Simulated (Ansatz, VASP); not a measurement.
## One calculation of CO, two programs

```
C O
1.0
     4.46910    0.00000    0.00000
    -2.23455    3.87035    0.00000
     0.00000    0.00000    7.76413
C O
2 2
Direct
  0.33333 0.66667 0.11796
  0.66667 0.33333 0.61796
  0.33333 0.66667 0.26414
  0.66667 0.33333 0.76414
```

Alike in both runs: functional PBE; k mesh 6 × 6 × 4; occupations gaussian, width 0.02 eV; no spin polarisation.

Ansatz relaxed the structure, and its values are those at the end. VASP's run is a single point on that final structure, the one shown.

```csv
,VASP,Ansatz
version,VASP 6.6.1,Ansatz 0.2.0
potentials or method,"VASP PAW PBE potentials, release 64 (C, O), cutoff 600 eV","scalar-relativistic, plane waves, PAW"
valence electrons in the cell,20,20
```

|  | VASP | Ansatz | Ansatz less VASP |
| --- | --- | --- | --- |
| gap on the k mesh at the Fermi level (eV) | 6.33 | 6.33 | +0.001 |
| least direct gap on the mesh (eV) | 6.35 | 6.35 | +0.001 |
| pressure (GPa) | 0.7 | 0.0 | -0.68 |
| rms of the force components (eV/Å) | 0.529 | 0.005 | -0.5246 |

Ansatz's warnings: xc potential rough in thin density.

Noted on VASP's run: the standard files for N, O and F lose accuracy on very short bonds.
